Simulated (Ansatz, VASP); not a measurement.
TaSi2: VASP beside Ansatz

```
Ta Si
1.0
     0.00000    3.44148    3.44148
     3.44148    0.00000    3.44148
     3.44148    3.44148    0.00000
Ta Si
2 4
Cartesian
  3.4415 3.4415 3.4415
  5.1622 5.1622 5.1622
  0.8604 0.8604 0.8604
  0.8604 2.5811 2.5811
  2.5811 2.5811 0.8604
  2.5811 0.8604 2.5811
```

Alike in both runs: functional r2SCAN; k mesh 10 × 10 × 10; occupations gaussian, width 0.1 eV; no spin polarisation.

Ansatz relaxed the structure, and its values are those at the end. VASP's run is a single point on that final structure, the one shown.

|  | VASP | Ansatz |
| --- | --- | --- |
| version | VASP 6.6.1 | Ansatz 0.2.0 |
| potentials or method | VASP PAW PBE potentials, release 64 (Ta_pv, Si), cutoff 520 eV | scalar-relativistic, plane waves, PAW |
| valence electrons in the cell | 38 | 42 |

```csv
,VASP,Ansatz,Ansatz less VASP
gap on the k mesh at the Fermi level (eV),none,none,-
pressure (GPa),0.4,0.0,-0.36
```

VASP's potentials were made for PBE, not for r2SCAN. A gap of «none» marks a metal or a gap that the smearing closes. VASP's potentials hold 38 valence electrons a cell and Ansatz's 42, so a difference there can come from the potentials and not from the codes.

Neither program's run includes spin-orbit coupling.
